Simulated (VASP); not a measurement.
# HfN in VASP: further runs

HfN is run at these levels: LDA; tasks: electric field gradients.

All numbers are computed with VASP 6.6.1; they aren't measurements. Logs are shortened: lines on timing, memory, paths and dates and some standing lists are left out, and cuts for length are marked.

### Step 1. The cell of the first run

It takes space group Fm-3m (No. 225, cubic). Conventional cell: a = 4.577 Å, b = 4.577 Å, c = 4.577 Å, α = 90.00°, β = 90.00°, γ = 90.00°. Hf (site symmetry m-3m) has 6 N at 2.29 Å within 3.0 Å. N (site symmetry m-3m) has 6 Hf at 2.29 Å within 3.0 Å.

### Step 2. Electric field gradients, LDA (volume scaled by 1.04)

INCAR

```
PREC = Accurate
ENCUT = 520
EDIFF = 1E-8
ISMEAR = -1
SIGMA = 0.03
LREAL = F
LASPH = T
NELM = 60
ALGO = Normal
ISIF = 2
LWAVE = F
LCHARG = F
GGA = CA
LEFG = T
NBANDS = 14
```

KPOINTS

```
Automatic mesh
0
Gamma
  10 10 10
```

POSCAR

```
HfN
1.0
    0.0000000000      2.2887270932      2.2887270932
    2.2887270932      0.0000000000      2.2887270932
    2.2887270932      2.2887270932      0.0000000000
Hf N
1 1
Direct
    0.0000000000      0.0000000000      0.0000000000
    0.5000000000      0.5000000000      0.5000000000
```

Potentials or basis: VASP PAW LDA potentials, release 64 (Hf_pv, N).

Launch:

```console
> cat potpaw_LDA.64/Hf_pv/POTCAR potpaw_LDA.64/N/POTCAR > POTCAR
> mpirun -np 1 vasp_std > vasp.out
```

OUTCAR:

```text
PREC = Accurate
   ENCUT = 520
   EDIFF = 1E-8
   ISMEAR = -1
   LREAL = F
   LASPH = T
   NELM = 60
   ISIF = 2
   GGA = CA

 ion  position               nearest neighbor table
   1  0.000  0.000  0.000-   2 2.29   2 2.29   2 2.29   2 2.29   2 2.29   2 2.29
   2  0.500  0.500  0.500-   1 2.29   1 2.29   1 2.29   1 2.29   1 2.29   1 2.29

  LATTYP: Found a face centered cubic cell.
 ALAT       =     4.5774541864

  Lattice vectors:

 A1 = (   0.0000000000,   2.2887270932,   2.2887270932)
 A2 = (   2.2887270932,   0.0000000000,   2.2887270932)
 A3 = (   2.2887270932,   2.2887270932,   0.0000000000)

Analysis of symmetry for initial positions (statically):
=====================================================================
 Subroutine PRICEL returns:
 Original cell was already a primitive cell.

 Routine SETGRP: Setting up the symmetry group for a
 face centered cubic supercell.

 Subroutine GETGRP returns: Found 48 space group operations
 (whereof 48 operations were pure point group operations)
 out of a pool of 48 trial point group operations.

The static configuration has the point symmetry O_h .

Analysis of symmetry for dynamics (positions and initial velocities):
=====================================================================
 Subroutine PRICEL returns:
 Original cell was already a primitive cell.

 Routine SETGRP: Setting up the symmetry group for a
 face centered cubic supercell.

 Subroutine GETGRP returns: Found 48 space group operations
 (whereof 48 operations were pure point group operations)
 out of a pool of 48 trial point group operations.

The dynamic configuration has the point symmetry O_h .

 Subroutine INISYM returns: Found 48 space group operations
 (whereof 48 operations are pure point group operations),
 and found     1 'primitive' translations

----------------------------------------------------------------------------------------

                                     Primitive cell

  volume of cell :      23.9779

  direct lattice vectors                    reciprocal lattice vectors
     0.000000000  2.288727093  2.288727093    -0.218462044  0.218462044  0.218462044
     2.288727093  0.000000000  2.288727093     0.218462044 -0.218462044  0.218462044
     2.288727093  2.288727093  0.000000000     0.218462044  0.218462044 -0.218462044

  length of vectors
     3.236748896  3.236748896  3.236748896     0.378387361  0.378387361  0.378387361

  position of ions in fractional coordinates (direct lattice)
     0.000000000  0.000000000  0.000000000
     0.500000000  0.500000000  0.500000000

  ion indices of the primitive-cell ions
   primitive index   ion index
                 1           1
                 2           2

----------------------------------------------------------------------------------------

 KPOINTS: Automatic mesh

Automatic generation of k-mesh.
 Grid dimensions read from file:
 generate k-points for:   10   10   10

 Generating k-lattice:

  Cartesian coordinates                     Fractional coordinates (reciprocal lattice)
    -0.021846204  0.021846204  0.021846204     0.100000000  0.000000000  0.000000000
     0.021846204 -0.021846204  0.021846204     0.000000000  0.100000000  0.000000000
     0.021846204  0.021846204 -0.021846204     0.000000000  0.000000000  0.100000000

  Length of vectors
     0.037838736  0.037838736  0.037838736

  Shift w.r.t. Gamma in fractional coordinates (k-lattice)
     0.000000000  0.000000000  0.000000000

 Subroutine IBZKPT returns following result:
 ===========================================

 Found     47 irreducible k-points:

 Following reciprocal coordinates:
            Coordinates               Weight
  0.000000  0.000000  0.000000      1.000000
  0.100000  0.000000  0.000000      8.000000
  0.200000  0.000000  0.000000      8.000000
  0.300000  0.000000  0.000000      8.000000
  0.400000  0.000000  0.000000      8.000000
  0.500000  0.000000  0.000000      4.000000
[... 16 lines left out ...]
  0.300000  0.300000  0.000000      6.000000
  0.400000  0.300000  0.000000     24.000000
 [... further k-points ...]
   k-points           NKPTS =     47   k-points in BZ     NKDIM =     47   number of bands    NBANDS=     14
   number of dos      NEDOS =    301   number of ions     NIONS =      2
   total plane-waves  NPLWV =  13824
   dimension x,y,z NGX =    24 NGY =   24 NGZ =   24
   dimension x,y,z NGXF=    48 NGYF=   48 NGZF=   48
   ions per type =               1   1
   NGX,Y,Z   is equivalent  to a cutoff of  12.33, 12.33, 12.33 a.u.
   NGXF,Y,Z  is equivalent  to a cutoff of  24.65, 24.65, 24.65 a.u.
 SYSTEM =  unknown system
   PREC   = accura    normal or accurate (medium, high low for compatibility)
   ISTART =      0    job   : 0-new  1-cont  2-samecut
   ICHARG =      2    charge: 1-file 2-atom 10-const
   ISPIN  =      1    spin polarized calculation?
   LNONCOLLINEAR =      F non collinear calculations
   LSORBIT =      F    spin-orbit coupling
   LASPH  =      T    aspherical Exc in radial PAW
   ENCUT  =  520.0 eV  38.22 Ry    6.18 a.u.   6.02  6.02  6.02*2*pi/ulx,y,z
   NELM   =     60;   NELMIN=  2; NELMDL= -5     # of ELM steps
   EDIFF  = 0.1E-07   stopping-criterion for ELM
   LREAL  =      F    real-space projection
   EDIFFG = 0.1E-06   stopping-criterion for IOM
   NSW    =      0    number of steps for IOM
   IBRION =     -1    ionic relax: 0-MD 1-quasi-New 2-CG
   NFREE  =      0    steps in history (QN), initial steepest desc. (CG)
   ISIF   =      2    stress and relaxation
   ISYM   =      2    0-nonsym 1-usesym 2-fastsym
   POTIM  = 0.5000    time-step for ionic-motion
   TEBEG  =    0.0;   TEEND  =   0.0 temperature during run
   PSTRESS=    0.0 pullay stress
   NELECT =      15.0000    total number of electrons
   NUPDOWN=      -1.0000    fix difference up-down
   EMIN   =  10.00;   EMAX   =-10.00  energy-range for DOS
   EFERMI =   0.00;   METHOD = LEGACY
   ISMEAR =    -1;   SIGMA  =   0.03  broadening in eV -4-tet -1-fermi 0-gaus
   EFERMI_NEDOS =   21; number of points for ismear=-14 and -15
   IALGO  =     38    algorithm
   IMIX   =      4    mixing-type and parameters
     AMIX     =   0.40;   BMIX     =  1.00
     AMIX_MAG =   1.60;   BMIX_MAG =  1.00
  volume/ion in A,a.u.               =      11.99        80.91
  Fermi-wavevector in a.u.,A,eV,Ry     =   1.400129  2.645859 26.672316  1.960360
  Thomas-Fermi vector in A             =   2.523120
   LORBIT       =      0    0 simple, 1 ext, 2 COOP (PROOUT), +10 PAW based schemes
   GGA     = CA    functional components
   LHFCALC =     F    Hartree Fock is set to
   AEXX    =    0.0000 exact exchange contribution
   IVDW    =     0    specifies the selected vdW correction
   LEPSILON=     F    determine dielectric tensor
   LRPA    =     F    only Hartree local field effects (RPA)
 non-spin polarized calculation
  energy-cutoff  :      520.00
  volume of cell :       23.98
 maximum number of plane-waves:       659
   NGX = 13   NGY = 13   NGZ = 13

 number of electron      15.0000000 magnetization

 Free energy of the ion-electron system (eV)
  ---------------------------------------------------
  ext. energy  EPLUGINS =         0.00000000
  ---------------------------------------------------
  free energy    TOTEN  =       -23.74741996 eV

  energy without entropy =      -23.74469744  energy(sigma->0) =      -23.74605870

 E-fermi :   7.8615     XC(G=0): -12.7787

 val. band max:        7.8270433667   @ k =  -0.4000   0.3000   0.0000
 cond. band min:       7.8781590275   @ k =  -0.1000   0.1000   0.0000
 fundamental gap:      0.0511156608
 Fermi energy:         7.8614570809

 k-point     1 :       0.0000    0.0000    0.0000
  band No.  band energies     occupation
      1     -23.2419      2.00000
      2     -23.2419      2.00000
      3     -23.2419      2.00000
      4      -9.1657      2.00000
      5       4.9302      2.00000
      6       4.9302      2.00000
      7       4.9302      2.00000
      8       7.4707      2.00000
      9       7.4707      2.00000
     10       7.4707      2.00000
     11       9.4540      0.00000
     12       9.6536      0.00000
     13       9.6536      0.00000
     14      17.4019      0.00000
[... 377 lines left out ...]
      1     -23.8386      2.00000
      2     -23.4771      2.00000
      3     -23.4516      2.00000
      4      -7.8025      2.00000
      5       1.4176      2.00000
      6       3.3772      2.00000
      7       3.8401      2.00000
      8       5.4663      2.00000
      9      11.6651      0.00000
     10      12.1433      0.00000
     11      12.2993      0.00000
     12      12.3418      0.00000
     13      16.5392      0.00000
     14      18.6146      0.00000

 [... further k-points ...]

------------------------ aborting loop because EDIFF is reached ----------------------------------------

  FORCE on cell =-STRESS in cart. coord.  units (eV):
  Direction    XX          YY          ZZ          XY          YZ          ZX
  --------------------------------------------------------------------------------------
  -------------------------------------------------------------------------------------
  Total       -2.9886206     -2.9886206     -2.9886206      0.0000000      0.0000000     -0.0000000
  in kB     -199.6959852   -199.6959852   -199.6959852      0.0000000      0.0000000     -0.0000000
  external PRESSURE =    -199.6959852 kB  Pullay stress =       0.0000000 kB

 VOLUME and BASIS-vectors are now :
 -----------------------------------------------------------------------------
  energy-cutoff  :      520.00
  volume of cell :       23.98
      direct lattice vectors                 reciprocal lattice vectors
     0.000000000  2.288727093  2.288727093    -0.218462044  0.218462044  0.218462044
     2.288727093  0.000000000  2.288727093     0.218462044 -0.218462044  0.218462044
     2.288727093  2.288727093  0.000000000     0.218462044  0.218462044 -0.218462044

 POSITION                                       TOTAL-FORCE (eV/Angst)
 -----------------------------------------------------------------------------------
      0.00000      0.00000      0.00000        -0.000000     -0.000000      0.000000
      2.28873      2.28873      2.28873         0.000000      0.000000     -0.000000
 -----------------------------------------------------------------------------------
    total drift:                                0.000000     -0.000000     -0.000000

  FREE ENERGIE OF THE ION-ELECTRON SYSTEM (eV)
  ---------------------------------------------------
  free  energy   TOTEN  =       -23.7474199601 eV

  energy  without entropy=      -23.7446974398  energy(sigma->0) =      -23.74605870

 Electric field gradients (V/A^2)
---------------------------------------------------------------------
 ion       V_xx      V_yy      V_zz      V_xy      V_xz      V_yz
---------------------------------------------------------------------
   1      -0.000    -0.000     0.000    -0.000    -0.000    -0.000
   2       0.000     0.000    -0.000    -0.000    -0.000    -0.000
---------------------------------------------------------------------

 Electric field gradients after diagonalization (V/A^2)
 (convention: |V_zz| > |V_xx| > |V_yy|)
----------------------------------------------------------------------
 ion       V_xx      V_yy      V_zz     asymmetry (V_yy - V_xx)/ V_zz
----------------------------------------------------------------------
   1       0.000     0.000    -0.000       0.000
   2       0.000     0.000    -0.001       0.000
----------------------------------------------------------------------

           NMR quadrupolar parameters

 Cq : quadrupolar parameter    Cq=e*Q*V_zz/h
 eta: asymmetry parameters     (V_yy - V_xx)/ V_zz
 Q  : nuclear electric quadrupole moment in mb (millibarn)
----------------------------------------------------------------------
 ion       Cq(MHz)       eta       Q (mb)
----------------------------------------------------------------------
   1      -0.000       0.000       1.000
   2      -0.000       0.000       1.000
----------------------------------------------------------------------
```

It took 19 s on 1 thread of Intel Xeon 8259CL, shared host; peak memory 0.14 GiB.

What came out:

* Free energy: -23.7474 eV
* Pressure: -20.0 GPa

Levels at points of the mesh, in eV from the Fermi level:
| k point | band 5 | band 6 | band 7 | band 8 | band 9 | band 10 | band 11 | band 12 |
| --- | --- | --- | --- | --- | --- | --- | --- | --- |
| (0.00, 0.00, 0.00) | -2.93 | -2.93 | -2.93 | -0.39 | -0.39 | -0.39 | 1.59 | 1.79 |
| (0.50, 0.00, 0.00) | -8.64 | -5.98 | -5.98 | 3.07 | 3.45 | 3.45 | 4.33 | 8.33 |
| (0.50, 0.50, 0.00) | -5.32 | -3.67 | -3.61 | -3.61 | 3.81 | 5.17 | 5.17 | 5.19 |

Caveat: without QUAD_EFG the Cq values of the log hold for a quadrupole moment of 1 mb, not for the nuclei; spin-orbit coupling is left out, which moves the levels of the heavy elements.

### Step 3. Electric field gradients, LDA (volume scaled by 1.04)

INCAR

```
SYSTEM = HfN
ALGO = Normal
EDIFF = 1E-8
ENCUT = 520
ISIF = 2
ISMEAR = -1
LASPH = .True.
LCHARG = .False.
LEFG = .True.
LREAL = .False.
LWAVE = .False.
NBANDS = 14
NELM = 80
PREC = Accurate
SIGMA = 0.03
```

KPOINTS

```
k-points
0
Gamma
  10 10 10
  0 0 0
```

POSCAR is that of step 2.

Potentials or basis: VASP PAW LDA potentials, release 64 (Hf_pv, N).

Launch:

```console
> cat potpaw_LDA.64/Hf_pv/POTCAR potpaw_LDA.64/N/POTCAR > POTCAR
> mpirun -np 1 vasp_std > vasp.out
```

OUTCAR:

```text
SYSTEM = HfN
   EDIFF = 1E-8
   ENCUT = 520
   ISIF = 2
   ISMEAR = -1
   LASPH = .True.
   LREAL = .False.
   NELM = 80
   PREC = Accurate

 ion  position               nearest neighbor table
   1  0.000  0.000  0.000-   2 2.29   2 2.29   2 2.29   2 2.29   2 2.29   2 2.29
   2  0.500  0.500  0.500-   1 2.29   1 2.29   1 2.29   1 2.29   1 2.29   1 2.29

  LATTYP: Found a face centered cubic cell.
 ALAT       =     4.5774541864

  Lattice vectors:

 A1 = (   0.0000000000,   2.2887270932,   2.2887270932)
 A2 = (   2.2887270932,   0.0000000000,   2.2887270932)
 A3 = (   2.2887270932,   2.2887270932,   0.0000000000)

Analysis of symmetry for initial positions (statically):
=====================================================================
 Subroutine PRICEL returns:
 Original cell was already a primitive cell.

 Routine SETGRP: Setting up the symmetry group for a
 face centered cubic supercell.

 Subroutine GETGRP returns: Found 48 space group operations
[... 9 lines left out ...]

[... 585 lines left out ...]
      direct lattice vectors                 reciprocal lattice vectors
     0.000000000  2.288727093  2.288727093    -0.218462044  0.218462044  0.218462044
     2.288727093  0.000000000  2.288727093     0.218462044 -0.218462044  0.218462044
     2.288727093  2.288727093  0.000000000     0.218462044  0.218462044 -0.218462044

 POSITION                                       TOTAL-FORCE (eV/Angst)
 -----------------------------------------------------------------------------------
      0.00000      0.00000      0.00000        -0.000000     -0.000000      0.000000
      2.28873      2.28873      2.28873         0.000000      0.000000     -0.000000
 -----------------------------------------------------------------------------------
    total drift:                                0.000000     -0.000000     -0.000000

  FREE ENERGIE OF THE ION-ELECTRON SYSTEM (eV)
  ---------------------------------------------------
  free  energy   TOTEN  =       -23.7474199601 eV

  energy  without entropy=      -23.7446974398  energy(sigma->0) =      -23.74605870

 Electric field gradients (V/A^2)
---------------------------------------------------------------------
 ion       V_xx      V_yy      V_zz      V_xy      V_xz      V_yz
---------------------------------------------------------------------
   1      -0.000    -0.000     0.000    -0.000    -0.000    -0.000
   2       0.000     0.000    -0.000    -0.000    -0.000    -0.000
---------------------------------------------------------------------

 Electric field gradients after diagonalization (V/A^2)
 (convention: |V_zz| > |V_xx| > |V_yy|)
----------------------------------------------------------------------
 ion       V_xx      V_yy      V_zz     asymmetry (V_yy - V_xx)/ V_zz
----------------------------------------------------------------------
   1       0.000     0.000    -0.000       0.000
   2       0.000     0.000    -0.001       0.000
----------------------------------------------------------------------

           NMR quadrupolar parameters

 Cq : quadrupolar parameter    Cq=e*Q*V_zz/h
 eta: asymmetry parameters     (V_yy - V_xx)/ V_zz
 Q  : nuclear electric quadrupole moment in mb (millibarn)
----------------------------------------------------------------------
 ion       Cq(MHz)       eta       Q (mb)
----------------------------------------------------------------------
   1      -0.000       0.000       1.000
   2      -0.000       0.000       1.000
----------------------------------------------------------------------
```

stdout:

```text
POSCAR found type information on POSCAR HfN
 POSCAR found :  2 types and       2 ions
 scaLAPACK will be used
 LDA part: xc-table for (Slater(with rela. corr.)+CA(PZ))
 , standard interpolation
 POSCAR, INCAR and KPOINTS ok, starting setup
 FFT: planning ... GRIDC
 FFT: planning ... GRID_SOFT
 FFT: planning ... GRID
 WAVECAR not read
 entering main loop
ion   1

ion   2
```

Wall time 19 s (1 thread of Intel Xeon 8259CL, shared host); peak memory 0.14 GiB.

What came out:

```yaml
Free_energy: -23.7474 eV
Pressure: -20.0 GPa
```

Levels at points of the mesh, in eV from the Fermi level:
| k point | band 5 | band 6 | band 7 | band 8 | band 9 | band 10 | band 11 | band 12 |
| --- | --- | --- | --- | --- | --- | --- | --- | --- |
| (0.00, 0.00, 0.00) | -2.93 | -2.93 | -2.93 | -0.39 | -0.39 | -0.39 | 1.59 | 1.79 |
| (0.50, 0.00, 0.00) | -8.64 | -5.98 | -5.98 | 3.07 | 3.45 | 3.45 | 4.33 | 8.33 |
| (0.50, 0.50, 0.00) | -5.32 | -3.67 | -3.61 | -3.61 | 3.81 | 5.17 | 5.17 | 5.19 |

Caveat: without QUAD_EFG the Cq values of the log hold for a quadrupole moment of 1 mb, not for the nuclei; spin-orbit coupling is left out, which moves the levels of the heavy elements.

(Continued in part 2 of 2.)
